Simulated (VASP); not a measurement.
KI, 2 atoms in the cell. The cell holds a wire with vacuum, 2 atoms: a = 9.000 Å, b = 9.300 Å, c = 6.383 Å, α = 90.00°, β = 90.00°, γ = 90.00°. 

* Program: VASP 6.6.1
* Task: single point
* Functional: r2SCAN
* Potentials or basis: VASP PAW PBE potentials, release 64 (K_sv, I)
* Cutoff: 520 eV
* k mesh: 1 × 1 × 10
* Occupations: gaussian, width 0.05 eV
* Spin: collinear spin, ferromagnetic start
* Starting moments: [0.5, 0.5] μB
* Dipole correction: no
* Further INCAR settings: ALGO = Normal; EDIFF = 1e-06; NBANDS = 19

Potentials or basis: VASP PAW PBE potentials, release 64 (K_sv, I).

Run with:

```sh
$ cat potpaw_PBE.64/K_sv/POTCAR potpaw_PBE.64/I/POTCAR > POTCAR
$ cp INCAR.step1 INCAR
$ mpirun -np 1 vasp_std > vasp.out
$ cp INCAR.step2 INCAR
$ mpirun -np 1 vasp_std > vasp.out
```

Hardware: 1 thread of AMD EPYC 9R45 96-Core Processor (Zen 5), with other jobs on the host.

Task: How long does it take, and how much memory?

Result: Run time: 8.3 min on 1 thread of AMD EPYC 9R45 96-Core Processor (Zen 5), with other jobs on the host, peak memory 0.85 GiB. Counts: k points 6.
